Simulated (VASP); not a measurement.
# As in VASP: a series of runs, part 2 of 2

VASP 6.6.1. The steps go on from the part before.

## (3) Single point, PBE+D3(BJ)

Input file INCAR:

```
SYSTEM = As
ALGO = Normal ; DIPOL = 0.5 0.5 0.500
EDIFF = 1E-7 ; ENCUT = 520
GGA = PE ; IDIPOL = 3
ISIF = 2 ; ISMEAR = 0
IVDW = 12 ; LASPH = .True.
LCHARG = .False. ; LDIPOL = .True.
LREAL = .False. ; LWAVE = .False.
NBANDS = 12 ; NELM = 60
PREC = Accurate ; SIGMA = 0.02
```

Input file KPOINTS:

```
k-points
0
Gamma
  9 9 1
  0 0 0
```

Input file POSCAR:

```
As
1.0
    3.6930000000      0.0000000000      0.0000000000
   -1.8465000000      3.1982318162      0.0000000000
    0.0000000000      0.0000000000     28.5742413766
As
2
Direct
    0.3333333333      0.6666666667      0.4685555956
    0.6666666667      0.3333333333      0.5314444044
```

Potentials or basis: VASP PAW PBE potentials, release 64 (As).

The run is started by

```console
$ cat potpaw_PBE.64/As/POTCAR > POTCAR
$ mpirun -np 1 vasp_std > vasp.out
```

Run time: 76 s. Hardware: 1 thread of Intel Xeon Platinum 8259CL at 2.50GHz (Skylake/Cascade Lake), shared host; peak memory 0.4 GiB.

It converged, with:

| Quantity | Value |
| --- | --- |
| Free energy | -8.8085 eV |
| Largest force | 3.647 eV/Å |
| Dispersion energy per atom | -0.192 eV |

Forces on the atoms (eV/Å):
```
As   0.000  0.000  3.647
As   0.000  0.000 -3.647
```

Levels at points of the mesh, in eV from the Fermi level:
| k point | band 1 | band 2 | band 3 | band 4 | band 5 | band 6 | band 7 | band 8 | band 9 | band 10 |
| --- | --- | --- | --- | --- | --- | --- | --- | --- | --- | --- |
| (0.00, 0.00, 0.00) | -12.99 | -9.20 | -2.38 | -0.01 | -0.01 | 1.01 | 2.17 | 2.17 | 3.54 | 3.62 |

## (4) Single point, PBE+D3(BJ)

Input file INCAR:

```
PREC     = Accurate       # precision mode
ENCUT    = 520            # plane-wave cutoff, eV
EDIFF    = 1E-6           # SCF threshold, eV
ISMEAR   = 0              # smearing method
SIGMA    = 0.02           # smearing width, eV
LREAL    = F              # projectors in reciprocal space
LASPH    = T              # aspherical terms in the spheres
NELM     = 100            # most SCF steps
ALGO     = Normal         # electronic algorithm
ISIF     = 2              # what is computed and relaxed
LWAVE    = F              # write WAVECAR
LCHARG   = T              # write CHGCAR
LDIPOL   = T            
IDIPOL   = 3            
DIPOL    = 0.5 0.5 0.500
GGA      = PE             # functional
IVDW     = 12             # dispersion correction
LELF     = T              # ELF
LVHAR    = T            
LVACPOTAV= T            
NBANDS   = 12             # bands
```

Input file KPOINTS:

```
regular mesh
0
Gamma
  9 9 1
```

Input file POSCAR:

```
As
1.0
    3.6930000000      0.0000000000      0.0000000000
   -1.8465000000      3.1982318162      0.0000000000
    0.0000000000      0.0000000000     28.5742413766
As
2
Direct
    0.3333333333      0.6666666667      0.4947680151
    0.6666666667      0.3333333333      0.5052319849
```

Potentials or basis: VASP PAW PBE potentials, release 64 (As).

The run is started by

```console
$ cat potpaw_PBE.64/As/POTCAR > POTCAR
$ mpirun -np 1 vasp_std > vasp.out
```

OUTCAR:

```text
PREC = Accurate
   ENCUT = 520
   EDIFF = 1E-6
   ISMEAR = 0
   LREAL = F
   LASPH = T
   NELM = 100
   ISIF = 2
   GGA = PE
   IVDW = 12
 IVDW          = 12

 ion  position               nearest neighbor table
   1  0.333  0.667  0.495-   2 2.15   2 2.15   2 2.15
   2  0.667  0.333  0.505-   1 2.15   1 2.15   1 2.15

  LATTYP: Found a hexagonal cell.
 ALAT       =     3.6930000000
 C/A-ratio  =     7.7374062758

  Lattice vectors:

 A1 = (   3.6930000000,   0.0000000000,   0.0000000000)
[... 357 lines left out ...]

 Edisp (eV)   -0.41212

 E8    (eV) :    -0.1876

  FORCE on cell =-STRESS in cart. coord.  units (eV):
  Direction    XX          YY          ZZ          XY          YZ          ZX
  --------------------------------------------------------------------------------------
  -------------------------------------------------------------------------------------
  Total      15.74836    15.74836     0.70409     0.00000     0.00000     0.00000
  in kB      74.76216    74.76216     3.34254     0.00000     0.00000     0.00000
  external pressure =       50.96 kB  Pullay stress =        0.00 kB

 VOLUME and BASIS-vectors are now :
 -----------------------------------------------------------------------------
  energy-cutoff  :      520.00
  volume of cell :      337.49
      direct lattice vectors                 reciprocal lattice vectors
     3.693000000  0.000000000  0.000000000     0.270782562  0.156336385  0.000000000
    -1.846500000  3.198231816  0.000000000     0.000000000  0.312672770  0.000000000
     0.000000000  0.000000000 28.574241377     0.000000000  0.000000000  0.034996555

 POSITION                                       TOTAL-FORCE (eV/Angst)
 -----------------------------------------------------------------------------------
     -0.00000      2.13215     14.13762        -0.000000      0.000000     -2.363767
      1.84650      1.06608     14.43662         0.000000     -0.000000      2.363767
 -----------------------------------------------------------------------------------
    total drift:                                0.000000      0.000000      0.000000

  FREE ENERGIE OF THE ION-ELECTRON SYSTEM (eV)
  ---------------------------------------------------
  free  energy   TOTEN  =        -6.2934790087 eV

  energy  without entropy=       -6.2917553604  energy(sigma->0) =       -6.29261718

 vacuum level on the upper side and lower side of the slab         1.219         1.219
```

It took 81 s on 1 thread of Intel Xeon Platinum 8259CL at 2.50GHz (Skylake/Cascade Lake), shared host; peak memory 0.4 GiB.

What came out:

| Quantity | Value |
| --- | --- |
| Free energy | -6.2935 eV |
| Largest force | 2.364 eV/Å |
| Band gap on the k mesh | zero (bands 5 and 6 overlap by 0.77 eV) |
| Dispersion energy per atom | -0.206 eV |

Forces in eV/Å, atoms in the order of the input:
```
As   0.000  0.000 -2.364
As   0.000  0.000  2.364
```

Levels at points of the mesh, in eV from the Fermi level:
```
           k point  band 1  band 2  band 3  band 4  band 5  band 6  band 7  band 8  band 9  band 10
(0.00, 0.00, 0.00)  -16.63   -5.67   -4.32   -4.32   -2.52    1.57    1.57    2.07    3.81     4.10
```

## (5) Single point, PBE+D3(BJ)

Input file INCAR:

```
PREC = Accurate
ENCUT = 520
EDIFF = 1E-7
ISMEAR = 0
SIGMA = 0.02
LREAL = False
LASPH = True
NELM = 60
ALGO = Normal
ISIF = 2
LWAVE = False
LCHARG = False
LDIPOL = True
IDIPOL = 3
DIPOL = 0.5 0.5 0.500
GGA = PE
IVDW = 12
NBANDS = 12
```

Input file KPOINTS:

```
Automatic mesh
0
Gamma
  9 9 1
```

Input file POSCAR:

```
As
1.0
    3.6930000000      0.0000000000      0.0000000000
   -1.8465000000      3.1982318162      0.0000000000
    0.0000000000      0.0000000000     28.5742413766
As
2
Direct
    0.3333333333      0.6666666667      0.4842865470
    0.6666666667      0.3333333333      0.5157134530
```

The run is started by

```console
$ cat potpaw_PBE.64/As/POTCAR > POTCAR
$ mpirun -np 1 vasp_std > vasp.out
```

It took 77 s on 1 thread of Intel Xeon Platinum 8259CL at 2.50GHz (Skylake/Cascade Lake), shared host; peak memory 0.4 GiB.

Results (log left out):

- Free energy: -8.4241 eV
- Largest force: 3.793 eV/Å
- Band gap on the k mesh: zero (bands 5 and 6 overlap by 0.14 eV)
- Dispersion energy per atom: -0.203 eV

Forces on the atoms (eV/Å):
```
As   0.000  0.000 -3.793
As   0.000  0.000  3.793
```

Levels at points of the mesh, in eV from the Fermi level:
| k point | band 1 | band 2 | band 3 | band 4 | band 5 | band 6 | band 7 | band 8 | band 9 | band 10 |
| --- | --- | --- | --- | --- | --- | --- | --- | --- | --- | --- |
| (0.00, 0.00, 0.00) | -15.65 | -6.82 | -2.95 | -2.95 | -1.10 | 0.07 | 1.89 | 1.89 | 3.93 | 4.22 |

## (6) The runs side by side

```csv
cell,gap on the mesh (eV),largest force (eV/Å)
"as given, atomic positions A",0.63,2.22
"as given, atomic positions B",-,3.65
"as given, atomic positions C",none,2.36
"as given, atomic positions D",none,3.79
```

Alike in all rows: task single point; level PBE+D3(BJ); potentials or basis VASP PAW PBE potentials, release 64 (As); no spin polarisation; k mesh 9 × 9 × 1; cutoff (eV) 520; smearing gaussian 0.02 eV.

Caveats: semilocal functionals underestimate gaps, and a narrow one can read as zero (at least some runs).

Absolute energies hang on the potentials; compare differences alone.
